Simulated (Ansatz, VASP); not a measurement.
# Two plane-wave programs on ZrMo2C2

```
CELL_PARAMETERS angstrom
-2.03071 2.03071 4.51213
2.03071 -2.03071 4.51213
2.03071 2.03071 -4.51213
ATOMIC_POSITIONS crystal
Zr 0.00000 0.00000 0.00000
Mo 0.25000 0.75000 0.50000
Mo 0.75000 0.25000 0.50000
C 0.69433 0.69433 0.00000
C 0.30567 0.30567 0.00000
```

Change from the starting cell: species swapped into the HoSi2Pd2 type (I4/mmm, No. 139).

Alike in both runs: functional PBE; k mesh 14 × 14 × 14; occupations gaussian, width 0.1 eV; no spin polarisation.

Ansatz relaxed the structure, and its values are those at the end. VASP's run is a single point on that final structure, the one shown.

```csv
,VASP,Ansatz
version,VASP 6.6.1,Ansatz 0.2.0
potentials or method,"VASP PAW PBE potentials, release 64 (Zr_sv, Mo_sv, C), cutoff 520 eV","scalar-relativistic, plane waves, PAW"
valence electrons in the cell,48,48
```

Ansatz gave:

| Property | Result |
| --- | --- |
| gap on the k mesh at the Fermi level (eV) | none |
| pressure (GPa) | 0.0 |
| rms of the force components (eV/Å) | 0.000 |

Task: Estimate VASP's values.

Result: gap on the k mesh at the Fermi level (eV): none; pressure (GPa): 0.3; rms of the force components (eV/Å): 0.003.

A gap of «none» marks a metal or a gap that the smearing closes.
